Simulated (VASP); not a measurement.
Here is a VASP 6.6.1 calculation.

INCAR

```
ALGO = Normal
EDIFF = 1E-6
ENCUT = 520
GGA = PE
ISIF = 2
ISMEAR = 0
IVDW = 12
LASPH = True
LCHARG = False
LREAL = False
LWAVE = False
NBANDS = 15
NELM = 60
PREC = Accurate
SIGMA = 0.05
```

File KPOINTS:

```
k-points
0
Gamma
  6 6 4
```

The input POSCAR:

```
MgI2
1.0
    3.8214041117      0.0000000000      0.0000000000
   -1.9107020558      3.3094330388      0.0000000000
    0.0000000000      0.0000000000      6.8620000000
Mg I
1 2
Direct
    0.0000000000      0.0000000000      0.0000000000
    0.3333333333      0.6666666667      0.7576300000
    0.6666666667      0.3333333333      0.2423700000
```

Potentials or basis: VASP PAW PBE potentials, release 64 (Mg, I).

The run is started by

```console
$ cat potpaw_PBE.64/Mg/POTCAR potpaw_PBE.64/I/POTCAR > POTCAR
$ mpirun -np 1 vasp_std > vasp.out
```

**Question.** Estimate the band gap on the k mesh.

**Answer.** 3.40 eV, indirect (least direct gap 4.27 eV).

**Question.** Estimate the largest force.

**Answer.** 0.784 eV/Å.

Forces in eV/Å, atoms in the order of the input:
```
Mg   0.000  0.000  0.000
I    0.000  0.000 -0.784
I    0.000  0.000  0.784
```

Caveat: the cell differs from its parent crystal (strain -0.080 along x and y, +0.000 along z); spin-orbit coupling is left out, which moves the levels of the heavy elements. A k mesh can miss the band edges.
